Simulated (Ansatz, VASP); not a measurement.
NbH2 in VASP and in Ansatz

File INCAR:

```
PREC = Accurate
ENCUT = 520
EDIFF = 1E-7
ISMEAR = -1
SIGMA = 0.15
LREAL = F
LASPH = T
NELM = 100
ALGO = Normal
ISIF = 2
LWAVE = F
LCHARG = F
GGA = CA
NBANDS = 14
```

KPOINTS

```
regular mesh
0
Gamma
  16 16 16
```

The input POSCAR:

```
NbH2
1.0
    0.0000000000      2.2638410951      2.2638410951
    2.2638410951      0.0000000000      2.2638410951
    2.2638410951      2.2638410951      0.0000000000
Nb H
1 2
Direct
    0.0000000000      0.0000000000      0.0000000000
    0.2500000000      0.2500000000      0.2500000000
    0.7500000000      0.7500000000      0.7500000000
```

Input for Ansatz:

```yaml
crystal:
  lattice:
    - [0.0, 2.2638410951, 2.2638410951]
    - [2.2638410951, 0.0, 2.2638410951]
    - [2.2638410951, 2.2638410951, 0.0]
  atoms:
    - { symbol: Nb, position: [0.0, 0.0, 0.0] }
    - { symbol: H, position: [0.25, 0.25, 0.25] }
    - { symbol: H, position: [0.75, 0.75, 0.75] }
basis:
  ecutwfc: 420
kpoints:
  mp_grid: { grid: [16, 16, 16] }
hamiltonian:
  xc: lda
scf:
  occupations: { method: fermi_dirac, width: 0.15 }
output:
  forces: true
  stress: true
  eigenvalues: true
```

Alike in both runs: task single point; functional LDA; k mesh 16 × 16 × 16; occupations fermi-dirac, width 0.15 eV; no spin polarisation.

```csv
,VASP,Ansatz
version,VASP 6.6.1,Ansatz 0.2.0
potentials or method,"VASP PAW LDA potentials, release 64 (Nb_sv, H), cutoff 520 eV","scalar-relativistic, plane waves, PAW"
valence electrons in the cell,15,15
```

VASP gave:

| Quantity | Value |
| --- | --- |
| gap on the k mesh at the Fermi level (eV) | none |
| pressure (GPa) | -3.9 |

Problem. Estimate Ansatz's values.

Solution. gap on the k mesh at the Fermi level (eV): none; pressure (GPa): -3.8.

LDA's correlation is that of Perdew and Zunger in VASP and of Perdew and Wang (1992) in Ansatz. A gap of «none» marks a metal or a gap that the smearing closes.
